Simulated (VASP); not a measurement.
Runs of VASP 6.6.1 on MgO. The structure is that of space group Fm-3m (No. 225), or close to it. The cells are those of the table. 

```csv
cell,smearing,gap on the mesh (eV),pressure (GPa)
"a = 3.048 Å, angles 60.0°, 2 atoms",gaussian 0.05 eV,4.08,-6.3
"a = 3.009 Å, angles 60.0°, 2 atoms",gaussian 0.05 eV,4.44,-0.9
"a = 3.030 Å, angles 60.0°, 2 atoms",gaussian 0.05 eV,(c),-3.8
"a = 2.968 Å, angles 60.0°, 2 atoms",gaussian 0.05 eV,4.83,5.7
"a = 2.989 Å, angles 60.0°, 2 atoms",gaussian 0.05 eV,(a),2.3
"a = 3.009 Å, angles 60.0°, 2 atoms",methfessel-paxton 0.01 eV,4.44,-0.9
"a = 3.029 Å, angles 60.0°, 2 atoms",gaussian 0.05 eV,(b),-3.7
```

Alike in all rows: task single point; level PBE; potentials or basis VASP PAW PBE potentials, release 64 (Mg, O); no spin polarisation; k mesh 14 × 14 × 14; cutoff (eV) 520.

Question: Estimate the missing entries.

Answer: (a) 4.63; (b) 4.25; (c) 4.24.

A k mesh can miss the band edges.
